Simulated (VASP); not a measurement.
# MnO2 (P4_2/mnm) in VASP: notebook, part 2 of 2

VASP 6.6.1.

### 3 Relaxation of cell and atoms, PBE, collinear spin, ferromagnetic start

This run uses another cell than the first one, of 9.25 Å³/atom, 0.975 times its volume.

Input file INCAR:

```
SYSTEM = MnO2
PREC = Accurate
ENCUT = 600
EDIFF = 1E-7
ISMEAR = 0
SIGMA = 0.1
LREAL = .FALSE.
LASPH = .TRUE.
NELM = 200
ALGO = Normal
ISIF = 3
LWAVE = .FALSE.
LCHARG = .FALSE.
ISPIN = 2
MAGMOM = 2.61 2.61 0.11 0.11 0.11 0.11
LORBIT = 11
LMAXMIX = 4
GGA = PE
IBRION = 2
NSW = 90
EDIFFG = -0.04
GGA_COMPAT = .FALSE.
NELMIN = 4
```

Input file KPOINTS:

```
Automatic mesh
0
G
  4 4 6
  0 0 0
```

Input file POSCAR:

```
MnO2
1.0
    4.3960000000      0.0000000000      0.0000000000
    0.0000000000      4.3960000000      0.0000000000
    0.0000000000      0.0000000000      2.8710000000
Mn O
2 4
Direct
    0.0000000000      0.0000000000      0.0000000000
    0.5000000000      0.5000000000      0.5000000000
    0.3020000000      0.3020000000      0.0000000000
    0.1980000000      0.8020000000      0.5000000000
    0.6980000000      0.6980000000      0.0000000000
    0.8020000000      0.1980000000      0.5000000000
```

Potentials or basis: VASP PAW PBE potentials, release 64 (Mn_pv, O).

Launch:

```bash
$ cat potpaw_PBE.64/Mn_pv/POTCAR potpaw_PBE.64/O/POTCAR > POTCAR
$ mpirun -np 1 vasp_std > vasp.out
```

OUTCAR:

```text
SYSTEM = MnO2
   PREC = Accurate
   ENCUT = 600
   EDIFF = 1E-7
   ISMEAR = 0
   LREAL = .FALSE.
   LASPH = .TRUE.
   NELM = 200
   ISIF = 3
   ISPIN = 2
   LORBIT = 11
   GGA = PE
   IBRION = 2
   NSW = 90
   EDIFFG = -0.04
   NELMIN = 4

 ion  position               nearest neighbor table
   1  0.000  0.000  0.000-   3 1.88   5 1.88   4 1.89   6 1.89   4 1.89   6 1.89
   2  0.500  0.500  0.500-   4 1.88   6 1.88   5 1.89   3 1.89   3 1.89   5 1.89
   3  0.302  0.302  0.000-   1 1.88   2 1.89   2 1.89
   4  0.198  0.802  0.500-   2 1.88   1 1.89   1 1.89
   5  0.698  0.698  0.000-   1 1.88   2 1.89   2 1.89
   6  0.802  0.198  0.500-   2 1.88   1 1.89   1 1.89

  LATTYP: Found a simple tetragonal cell.
 ALAT       =     4.3960000000
 C/A-ratio  =     0.6530937216

  Lattice vectors:

 A1 = (   4.3960000000,   0.0000000000,   0.0000000000)
 A2 = (   0.0000000000,   4.3960000000,   0.0000000000)
 A3 = (   0.0000000000,   0.0000000000,   2.8710000000)

Analysis of symmetry for initial positions (statically):
=====================================================================
 Subroutine PRICEL returns:
 Original cell was already a primitive cell.

 Routine SETGRP: Setting up the symmetry group for a
 simple tetragonal supercell.

 Subroutine GETGRP returns: Found 16 space group operations
 (whereof  8 operations were pure point group operations)
 out of a pool of 16 trial point group operations.

The static configuration has the point symmetry D_2h.
 The point group associated with its full space group is D_4h.

Analysis of symmetry for dynamics (positions and initial velocities):
=====================================================================
 Subroutine PRICEL returns:
 Original cell was already a primitive cell.

 Routine SETGRP: Setting up the symmetry group for a
 simple tetragonal supercell.

 Subroutine GETGRP returns: Found 16 space group operations
 (whereof  8 operations were pure point group operations)
 out of a pool of 16 trial point group operations.

[... 164 lines left out ...]

 number of electron      49.9999990 magnetization       5.9881536

 Free energy of the ion-electron system (eV)
  ---------------------------------------------------
  ext. energy  EPLUGINS =         0.00000000
  ---------------------------------------------------
  free energy    TOTEN  =       -47.67439042 eV

  energy without entropy =      -47.67150190  energy(sigma->0) =      -47.67294616

------------------------ aborting loop because EDIFF is reached ----------------------------------------

  FORCE on cell =-STRESS in cart. coord.  units (eV):
  Direction    XX          YY          ZZ          XY          YZ          ZX
  --------------------------------------------------------------------------------------
  -------------------------------------------------------------------------------------
  Total        2.4702111      2.4702111      1.3791859      0.0000000      0.0000000      0.0000000
  in kB       71.3339200     71.3339200     39.8276636      0.0000000      0.0000000      0.0000000
  external PRESSURE =      60.8318345 kB  Pullay stress =       0.0000000 kB
[... 147 lines left out ...]
--------------------------------------- Ionic step        5  -------------------------------------------

 number of electron      49.9999986 magnetization       5.9988692

 Free energy of the ion-electron system (eV)
  ---------------------------------------------------
  ext. energy  EPLUGINS =         0.00000000
  ---------------------------------------------------
  free energy    TOTEN  =       -47.72638973 eV

  energy without entropy =      -47.72391943  energy(sigma->0) =      -47.72515458

 E-fermi :   5.0738     XC(G=0): -11.8572

 val. band max:        5.0027516394   @ k =   0.2500   0.2500   0.5000
 cond. band min:       5.1718703820   @ k =   0.2500   0.2500   0.5000
 fundamental gap:      0.1691187426
 Fermi energy:         5.0738155063

 spin component 1

 k-point     1 :       0.0000    0.0000    0.0000
  band No.  band energies     occupation
      1     -45.7016      1.00000
      2     -45.6951      1.00000
      3     -45.6395      1.00000
      4     -45.6395      1.00000
      5     -45.5505      1.00000
      6     -45.5505      1.00000
[... 853 lines left out ...]
     32       6.8856      0.00000
     33      16.6716      0.00000
 Fermi energy:         5.0738155063

 spin component 2

 k-point     1 :       0.0000    0.0000    0.0000
  band No.  band energies     occupation
      1     -42.7097      1.00000
      2     -42.7016      1.00000
      3     -42.6467      1.00000
      4     -42.6467      1.00000
      5     -42.5422      1.00000
      6     -42.5422      1.00000
[... 886 lines left out ...]
  FREE ENERGIE OF THE ION-ELECTRON SYSTEM (eV)
  ---------------------------------------------------
  free  energy   TOTEN  =       -47.7263897295 eV

  energy  without entropy=      -47.7239194273  energy(sigma->0) =      -47.72515458

 reached required accuracy - stopping structural energy minimisation

 total charge

# of ion       s       p       d       tot
------------------------------------------
    1        0.343   6.445   4.873  11.660
    2        0.343   6.445   4.873  11.660
    3        1.565   3.452   0.000   5.017
    4        1.565   3.452   0.000   5.017
    5        1.565   3.452   0.000   5.017
    6        1.565   3.452   0.000   5.017
--------------------------------------------------
tot          6.945  26.696   9.747  43.388

 magnetization (x)

# of ion       s       p       d       tot
------------------------------------------
    1        0.017   0.028   2.668   2.713
    2        0.017   0.028   2.668   2.713
    3        0.001   0.088   0.000   0.089
    4        0.001   0.088   0.000   0.089
    5        0.001   0.088   0.000   0.089
    6        0.001   0.088   0.000   0.089
--------------------------------------------------
tot          0.038   0.407   5.337   5.782
```

OSZICAR:

```text
N       E                     dE             d eps       ncg     rms          rms(c)
DAV:   1     0.680949254845E+03    0.68095E+03   -0.30485E+04  3216   0.201E+03
[... 62 lines left out ...]
DAV:   2    -0.477277453659E+02    0.64527E-04   -0.15347E-02  3370   0.151E+00    0.477E-01
DAV:   3    -0.477266235969E+02    0.11218E-02   -0.29167E-03  3634   0.819E-01    0.180E-01
DAV:   4    -0.477264215378E+02    0.20206E-03   -0.12004E-03  3251   0.245E-01    0.700E-02
DAV:   5    -0.477263939853E+02    0.27553E-04   -0.12523E-04  3957   0.107E-01    0.327E-02
DAV:   6    -0.477263903701E+02    0.36152E-05   -0.39505E-05  3240   0.596E-02    0.153E-02
DAV:   7    -0.477263896527E+02    0.71737E-06   -0.26679E-06  3645   0.134E-02    0.605E-03
DAV:   8    -0.477263897295E+02   -0.76755E-07   -0.30251E-07  2835   0.458E-03
   5 F= -.47726390E+02 E0= -.47725155E+02  d E =-.402368E-02  mag=     5.9989
```

CONTCAR:

```text
MnO2
   1.00000000000000
     4.4524983740608812   -0.0000000000000000    0.0000000000000000
    -0.0000000000000000    4.4524983740608812    0.0000000000000000
     0.0000000000000000    0.0000000000000000    2.8813974557222828
  Mn              O
     2     4
Direct
     0.0000000000000000    0.0000000000000000    0.0000000000000000
     0.5000000000000000    0.5000000000000000    0.5000000000000000
     0.3053839593045219    0.3053839593045219    0.0000000000000000
     0.1946160406954781    0.8053839593045220    0.5000000000000000
     0.6946160406954780    0.6946160406954780    0.0000000000000000
     0.8053839593045220    0.1946160406954781    0.5000000000000000

  0.00000000E+00  0.00000000E+00  0.00000000E+00
  0.00000000E+00  0.00000000E+00  0.00000000E+00
  0.00000000E+00  0.00000000E+00  0.00000000E+00
  0.00000000E+00  0.00000000E+00  0.00000000E+00
  0.00000000E+00  0.00000000E+00  0.00000000E+00
  0.00000000E+00  0.00000000E+00  0.00000000E+00
```

Run time: 2.4 min. Hardware: 1 thread of Intel Xeon 6975P-C (Granite Rapids), shared host; peak memory 0.24 GiB.

What came out:

- Free energy: -47.7264 eV
- Relaxed volume: 9.52 Å³/atom
- Relaxed cell: a = 4.452 Å, b = 4.452 Å, c = 2.881 Å, α = 90.00°, β = 90.00°, γ = 90.00°
- Space group after relaxing (to 0.05 Å): P4_2/mnm (No. 136)
- Energy gained by relaxing: 8.7 meV/atom
- Ionic steps: 5
- Pressure after relaxing: 0.1 GPa
- Band gap on the k mesh: zero (filled and empty bands overlap)
- Net moment: 6.00 μB per cell
- Site moments: Mn +2.71; O +0.09 μB
- Valence electrons inside the program's atomic spheres: Mn 11.66; O 5.02

The path:
```tsv
step	energy change (eV)	largest force (eV/Å)	pressure (GPa)	volume (Å³)
1	0.0000	0.4531	6.08	55.48
2	-0.0345	0.0755	-4.56	58.35
3	-0.0480	0.1873	-1.12	57.32
4	-0.0511	0.0939	0.69	57.03
5	-0.0520	0.0018	0.08	57.12
```

Final structure:
```xyz
6
Lattice="4.4525 0.0000 0.0000 0.0000 4.4525 0.0000 0.0000 0.0000 2.8814" Properties=species:S:1:pos:R:3 pbc="T T T"
Mn    0.0000    0.0000    0.0000
Mn    2.2262    2.2262    1.4407
O     1.3597    1.3597    0.0000
O     0.8665    3.5860    1.4407
O     3.0928    3.0928    0.0000
O     3.5860    0.8665    1.4407
```

Levels at points of the mesh, in eV from the Fermi level:
Spin up:
| k point | band 25 | band 26 | band 27 | band 28 | band 29 | band 30 | band 31 | band 32 |
| --- | --- | --- | --- | --- | --- | --- | --- | --- |
| (0.00, 0.00, 0.00) | -1.21 | -1.21 | -0.64 | -0.28 | -0.20 | 2.66 | 2.66 | 3.29 |
| (0.50, 0.00, 0.00) | -1.42 | -1.42 | -0.70 | -0.70 | 2.08 | 2.08 | 2.44 | 2.44 |
| (0.50, 0.50, 0.00) | -2.08 | -2.08 | -0.07 | -0.07 | 1.33 | 1.33 | 2.63 | 2.63 |
| (0.00, 0.00, 0.50) | -1.13 | -1.13 | -0.20 | -0.20 | 1.18 | 1.18 | 1.68 | 1.68 |
| (0.50, 0.00, 0.50) | -1.90 | -1.90 | -0.10 | -0.10 | 0.16 | 0.16 | 3.13 | 3.13 |
| (0.50, 0.50, 0.50) | -1.06 | -1.06 | -0.72 | -0.72 | 1.70 | 1.70 | 1.81 | 1.81 |
Spin down:
```
           k point  band 18  band 19  band 20  band 21  band 22  band 23  band 24  band 25  band 26  band 27
(0.00, 0.00, 0.00)    -3.30    -1.61    -0.91    -0.91    -0.36     0.14     0.44     0.60     0.60     0.82
(0.50, 0.00, 0.00)    -3.83    -2.75    -2.75    -1.15    -1.15     0.80     0.80     1.15     1.15     1.86
(0.50, 0.50, 0.00)    -2.74    -2.43    -2.43    -1.87    -1.87     0.16     0.16     0.61     0.61     2.23
(0.00, 0.00, 0.50)    -4.06    -2.91    -2.91    -2.33    -2.33     1.13     1.13     1.39     1.39     2.10
(0.50, 0.00, 0.50)    -3.74    -2.85    -2.85    -1.48    -1.48     0.33     0.33     1.14     1.14     1.91
(0.50, 0.50, 0.50)    -4.03    -1.75    -1.75    -1.44    -1.44     1.08     1.08     1.18     1.18     1.58
```

Caveat: the k points lie up to 0.36 Å⁻¹ apart in the final cell; semilocal functionals often make such compounds metallic where correlation or magnetic order opens a gap, which also shifts bond lengths; only a ferromagnetic start was run, and an antiferromagnetic order may lie lower in energy. Zero-point motion and thermal expansion aren't in these numbers.
